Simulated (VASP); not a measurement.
# NaCl (Fm-3m) in VASP: single point with HSE06

Aim: the single point of NaCl with HSE06.

Everything below comes from runs of VASP 6.6.1. Logs are shortened: lines on timing, memory, paths and dates and some standing lists are left out, and cuts for length are marked.

**1. The cell of the first run**

Symmetry: Fm-3m, No. 225, cubic system. Conventional cell: a = 5.652 Å, b = 5.652 Å, c = 5.652 Å, α = 90.00°, β = 90.00°, γ = 90.00°. Within 3.7 Å of Na (site symmetry m-3m) lie 6 Cl at 2.83 Å. Within 3.7 Å of Cl (site symmetry m-3m) lie 6 Na at 2.83 Å.

**2. Single point, HSE06**

POSCAR

```
NaCl
1.0
    0.0000000000      2.8261836710      2.8261836710
    2.8261836710      0.0000000000      2.8261836710
    2.8261836710      2.8261836710      0.0000000000
Na Cl
1 1
Direct
    0.0000000000      0.0000000000      0.0000000000
    0.5000000000      0.5000000000      0.5000000000
```

INCAR.step1

```
SYSTEM = NaCl
PREC     = Accurate       ! precision mode
ENCUT    = 520            ! plane-wave cutoff, eV
EDIFF    = 1E-5           ! SCF threshold, eV
ISMEAR   = -1             ! smearing method
SIGMA    = 0.02           ! smearing width, eV
LREAL    = .False.        ! projectors in reciprocal space
LASPH    = .True.         ! aspherical terms in the spheres
NELM     = 100            ! most SCF steps
ALGO     = Normal         ! electronic algorithm
ISIF     = 2              ! what is computed and relaxed
LWAVE    = .True.         ! write WAVECAR
LCHARG   = .False.        ! write CHGCAR
GGA      = PE             ! functional
NBANDS   = 14             ! bands
```

INCAR.step2

```
SYSTEM = NaCl
PREC     = Accurate       ! precision mode
ENCUT    = 520            ! plane-wave cutoff, eV
EDIFF    = 1E-7           ! SCF threshold, eV
ISMEAR   = -1             ! smearing method
SIGMA    = 0.02           ! smearing width, eV
LREAL    = .False.        ! projectors in reciprocal space
LASPH    = .True.         ! aspherical terms in the spheres
NELM     = 100            ! most SCF steps
ALGO     = Normal         ! electronic algorithm
ISIF     = 2              ! what is computed and relaxed
LWAVE    = .False.        ! write WAVECAR
LCHARG   = .False.        ! write CHGCAR
GGA      = PE             ! functional
LHFCALC  = .True.         ! exact exchange
HFSCREEN = 0.2079         ! screening, 1/A
PRECFOCK = Normal       
ISTART   = 1            
NBANDS   = 14             ! bands
```

KPOINTS

```
Automatic mesh
0
Gamma
  6 6 6
  0 0 0
```

Potentials or basis: VASP PAW PBE potentials, release 64 (Na_pv, Cl).

The run is started by

```console
> cat potpaw_PBE.64/Na_pv/POTCAR potpaw_PBE.64/Cl/POTCAR > POTCAR
> cp INCAR.step1 INCAR
> mpirun -np 1 vasp_std > vasp.out
> cp INCAR.step2 INCAR
> mpirun -np 1 vasp_std > vasp.out
```

OUTCAR:

```text
SYSTEM = NaCl
   PREC = Accurate
   ENCUT = 520
   EDIFF = 1E-7
   ISMEAR = -1
   LREAL = .False.
   LASPH = .True.
   NELM = 100
   ISIF = 2
   GGA = PE
   LHFCALC = .True.
   HFSCREEN = 0.2079
   PRECFOCK = Normal
   ISTART = 1

 ion  position               nearest neighbor table
   1  0.000  0.000  0.000-
   2  0.500  0.500  0.500-

  LATTYP: Found a face centered cubic cell.
 ALAT       =     5.6523673420

  Lattice vectors:

 A1 = (   0.0000000000,   2.8261836710,   2.8261836710)
 A2 = (   2.8261836710,   0.0000000000,   2.8261836710)
 A3 = (   2.8261836710,   2.8261836710,   0.0000000000)

Analysis of symmetry for initial positions (statically):
=====================================================================
 Subroutine PRICEL returns:
 Original cell was already a primitive cell.

 Routine SETGRP: Setting up the symmetry group for a
 face centered cubic supercell.

 Subroutine GETGRP returns: Found 48 space group operations
 (whereof 48 operations were pure point group operations)
 out of a pool of 48 trial point group operations.

The static configuration has the point symmetry O_h .

Analysis of symmetry for dynamics (positions and initial velocities):
=====================================================================
 Subroutine PRICEL returns:
 Original cell was already a primitive cell.

 Routine SETGRP: Setting up the symmetry group for a
 face centered cubic supercell.

 Subroutine GETGRP returns: Found 48 space group operations
 (whereof 48 operations were pure point group operations)
 out of a pool of 48 trial point group operations.

The dynamic configuration has the point symmetry O_h .

 Subroutine INISYM returns: Found 48 space group operations
 (whereof 48 operations are pure point group operations),
 and found     1 'primitive' translations

----------------------------------------------------------------------------------------

                                     Primitive cell

  volume of cell :      45.1472

  direct lattice vectors                    reciprocal lattice vectors
     0.000000000  2.826183671  2.826183671    -0.176917022  0.176917022  0.176917022
     2.826183671  0.000000000  2.826183671     0.176917022 -0.176917022  0.176917022
     2.826183671  2.826183671  0.000000000     0.176917022  0.176917022 -0.176917022

  length of vectors
     3.996827277  3.996827277  3.996827277     0.306429272  0.306429272  0.306429272

  position of ions in fractional coordinates (direct lattice)
     0.000000000  0.000000000  0.000000000
     0.500000000  0.500000000  0.500000000

  ion indices of the primitive-cell ions
   primitive index   ion index
                 1           1
                 2           2

----------------------------------------------------------------------------------------

 KPOINTS: Automatic mesh

Automatic generation of k-mesh.
 Grid dimensions read from file:
 generate k-points for:    6    6    6

 Generating k-lattice:

  Cartesian coordinates                     Fractional coordinates (reciprocal lattice)
    -0.029486170  0.029486170  0.029486170     0.166666667  0.000000000  0.000000000
     0.029486170 -0.029486170  0.029486170     0.000000000  0.166666667  0.000000000
     0.029486170  0.029486170 -0.029486170     0.000000000  0.000000000  0.166666667

  Length of vectors
     0.051071545  0.051071545  0.051071545

  Shift w.r.t. Gamma in fractional coordinates (k-lattice)
     0.000000000  0.000000000  0.000000000

 Subroutine IBZKPT returns following result:
 ===========================================

 Found     16 irreducible k-points:

 Following reciprocal coordinates:
            Coordinates               Weight
  0.000000  0.000000  0.000000      1.000000
  0.166667  0.000000  0.000000      8.000000
  0.333333  0.000000  0.000000      8.000000
  0.500000  0.000000  0.000000      4.000000
  0.166667  0.166667  0.000000      6.000000
  0.333333  0.166667  0.000000     24.000000
[... 8 lines left out ...]
 -0.333333  0.333333  0.166667     24.000000
 -0.333333  0.500000  0.166667     12.000000
   k-points           NKPTS =     16   k-points in BZ     NKDIM =    216   number of bands    NBANDS=     14
   number of dos      NEDOS =    301   number of ions     NIONS =      2
   total plane-waves  NPLWV =  27000
   dimension x,y,z NGX =    30 NGY =   30 NGZ =   30
   dimension x,y,z NGXF=    60 NGYF=   60 NGZF=   60
   ions per type =               1   1
   NGX,Y,Z   is equivalent  to a cutoff of  12.48, 12.48, 12.48 a.u.
   NGXF,Y,Z  is equivalent  to a cutoff of  24.96, 24.96, 24.96 a.u.
 SYSTEM =  NaCl
   PREC   = accura    normal or accurate (medium, high low for compatibility)
   ISTART =      1    job   : 0-new  1-cont  2-samecut
   ICHARG =      0    charge: 1-file 2-atom 10-const
   ISPIN  =      1    spin polarized calculation?
   LNONCOLLINEAR =      F non collinear calculations
   LSORBIT =      F    spin-orbit coupling
   LASPH  =      T    aspherical Exc in radial PAW
   ENCUT  =  520.0 eV  38.22 Ry    6.18 a.u.   7.43  7.43  7.43*2*pi/ulx,y,z
   NELM   =    100;   NELMIN=  2; NELMDL=  0     # of ELM steps
   EDIFF  = 0.1E-06   stopping-criterion for ELM
   LREAL  =      F    real-space projection
   EDIFFG = 0.1E-05   stopping-criterion for IOM
   NSW    =      0    number of steps for IOM
   IBRION =     -1    ionic relax: 0-MD 1-quasi-New 2-CG
   NFREE  =      0    steps in history (QN), initial steepest desc. (CG)
   ISIF   =      2    stress and relaxation
   ISYM   =      3    0-nonsym 1-usesym 2-fastsym
   POTIM  = 0.5000    time-step for ionic-motion
   TEBEG  =    0.0;   TEEND  =   0.0 temperature during run
   PSTRESS=    0.0 pullay stress
   NELECT =      14.0000    total number of electrons
   NUPDOWN=      -1.0000    fix difference up-down
   EMIN   =  10.00;   EMAX   =-10.00  energy-range for DOS
   EFERMI =   0.00;   METHOD = LEGACY
   ISMEAR =    -1;   SIGMA  =   0.02  broadening in eV -4-tet -1-fermi 0-gaus
   EFERMI_NEDOS =   21; number of points for ismear=-14 and -15
   IALGO  =     38    algorithm
   IMIX   =      1    mixing-type and parameters
     AMIX     =   0.40;   BMIX     =  1.00
     AMIX_MAG =   1.60;   BMIX_MAG =  1.00
  volume/ion in A,a.u.               =      22.57       152.33
  Fermi-wavevector in a.u.,A,eV,Ry     =   1.108087  2.093980 16.706001  1.227856
  Thomas-Fermi vector in A             =   2.244609
   LORBIT       =      0    0 simple, 1 ext, 2 COOP (PROOUT), +10 PAW based schemes
   GGA     = PE    functional components
   LHFCALC =     T    Hartree Fock is set to
   PRECFOCK=normal    Normal, Fast or Accurate (Low or Medium for compatibility)
   ENCUT4O =  -1.0   cutoff for four orbital integrals eV
   NKREDX  =     1    reduce k-point grid by
   NKREDY  =     1    reduce k-point grid by
   NKREDZ  =     1    reduce k-point grid by
   AEXX    =    0.2500 exact exchange contribution
   HFSCREEN=    0.2079 screening length (either q_TF or 0.3 A-1)
   HFSCREENC=   0.2079 screening length for correlation (either q_TF or 0.3 A-1)
   ENCUTFOCK=  -1.0 apply spherical cutoff to Coloumb kernel
   IVDW    =     0    specifies the selected vdW correction
   LEPSILON=     F    determine dielectric tensor
   LRPA    =     F    only Hartree local field effects (RPA)
 non-spin polarized calculation
  energy-cutoff  :      520.00
  volume of cell :       45.15
 maximum number of plane-waves:      1243
 NGX is ok and might be reduce to    30
  NGX = 24; NGY = 24; NGZ = 24

 number of electron      13.9999994 magnetization

 Free energy of the ion-electron system (eV)
  ---------------------------------------------------
  ext. energy  EPLUGINS =         0.00000000
  ---------------------------------------------------
  free energy    TOTEN  =        -7.87835103 eV

  energy without entropy =       -7.87835103  energy(sigma->0) =       -7.87835103

 E-fermi :  -1.2733     XC(G=0):  -6.7746

 val. band max:       -1.7607009711   @ k =   0.0000   0.0000   0.0000
 cond. band min:       4.6852808295   @ k =   0.0000   0.0000   0.0000
 fundamental gap:      6.4459818006
 Fermi energy:        -1.2732781982

 k-point     1 :       0.0000    0.0000    0.0000
  band No.  band energies     occupation
      1     -24.6584      2.00000
      2     -24.6584      2.00000
      3     -24.6584      2.00000
      4     -15.5951      2.00000
      5      -1.7607      2.00000
      6      -1.7607      2.00000
      7      -1.7607      2.00000
      8       4.6853      0.00000
      9      10.8469      0.00000
     10      10.8469      0.00000
     11      10.8469      0.00000
     12      13.1639      0.00000
     13      13.1639      0.00000
     14      14.4744      0.00000

 k-point     2 :       0.1667    0.0000    0.0000
  band No.  band energies     occupation
      1     -24.6650      2.00000
      2     -24.6587      2.00000
      3     -24.6587      2.00000
      4     -15.5099      2.00000
      5      -2.3722      2.00000
      6      -1.8336      2.00000
      7      -1.8336      2.00000
      8       5.5085      0.00000
      9      10.0049      0.00000
     10      11.1433      0.00000
     11      11.1433      0.00000
     12      12.8090      0.00000
     13      12.8090      0.00000
     14      15.6968      0.00000

 k-point     3 :       0.3333    0.0000    0.0000
  band No.  band energies     occupation
      1     -24.6783      2.00000
      2     -24.6595      2.00000
      3     -24.6595      2.00000
      4     -15.3321      2.00000
      5      -3.3562      2.00000
      6      -1.9733      2.00000
      7      -1.9733      2.00000
      8       6.6452      0.00000
      9       9.7983      0.00000
     10      10.9582      0.00000
     11      10.9582      0.00000
     12      13.9180      0.00000
     13      13.9180      0.00000
     14      15.0242      0.00000
[... 188 lines left out ...]
 k-point    15 :      -0.3333    0.3333    0.1667
  band No.  band energies     occupation
      1     -24.6764      2.00000
      2     -24.6683      2.00000
      3     -24.6636      2.00000
      4     -15.1852      2.00000
      5      -3.3046      2.00000
      6      -2.7961      2.00000
      7      -2.3208      2.00000
      8       8.5487      0.00000
      9       8.8821      0.00000
     10       9.6560      0.00000
     11      11.6609      0.00000
     12      14.0756      0.00000
     13      15.5483      0.00000
     14      16.6900      0.00000

 k-point    16 :      -0.3333    0.5000    0.1667
  band No.  band energies     occupation
      1     -24.6738      2.00000
      2     -24.6684      2.00000
      3     -24.6669      2.00000
      4     -15.1709      2.00000
      5      -3.2787      2.00000
      6      -2.7237      2.00000
      7      -2.5103      2.00000
      8       8.0867      0.00000
      9       8.5082      0.00000
     10      10.2136      0.00000
     11      11.8730      0.00000
     12      15.0796      0.00000
     13      16.2341      0.00000
     14      16.2837      0.00000

------------------------ aborting loop because EDIFF is reached ----------------------------------------

  FORCE on cell =-STRESS in cart. coord.  units (eV):
  Direction    XX          YY          ZZ          XY          YZ          ZX
  --------------------------------------------------------------------------------------
  -------------------------------------------------------------------------------------
  Total        0.0082093      0.0082093      0.0082093      0.0000000      0.0000000      0.0000000
  in kB        0.2913303      0.2913303      0.2913303      0.0000000      0.0000000      0.0000000
  external PRESSURE =       0.2913303 kB  Pullay stress =       0.0000000 kB

 VOLUME and BASIS-vectors are now :
 -----------------------------------------------------------------------------
  energy-cutoff  :      520.00
  volume of cell :       45.15
      direct lattice vectors                 reciprocal lattice vectors
     0.000000000  2.826183671  2.826183671    -0.176917022  0.176917022  0.176917022
     2.826183671  0.000000000  2.826183671     0.176917022 -0.176917022  0.176917022
     2.826183671  2.826183671  0.000000000     0.176917022  0.176917022 -0.176917022

 POSITION                                       TOTAL-FORCE (eV/Angst)
 -----------------------------------------------------------------------------------
      0.00000      0.00000      0.00000        -0.000000      0.000000     -0.000000
      2.82618      2.82618      2.82618         0.000000     -0.000000      0.000000
 -----------------------------------------------------------------------------------
    total drift:                                0.000004      0.000004      0.000004

  FREE ENERGIE OF THE ION-ELECTRON SYSTEM (eV)
  ---------------------------------------------------
  free  energy   TOTEN  =        -7.8783510333 eV

  energy  without entropy=       -7.8783510333  energy(sigma->0) =       -7.87835103
```

It took 24 min on 1 thread of Intel Xeon Platinum 8259CL at 2.50GHz (Skylake/Cascade Lake), shared host; peak memory 0.28 GiB.

Results:

* Free energy: -7.8784 eV
* Pressure: 0.0 GPa
* Band gap on the k mesh: 6.45 eV

Caveat: the PAW data sets were made with another functional, which shifts forces and pressure a little.
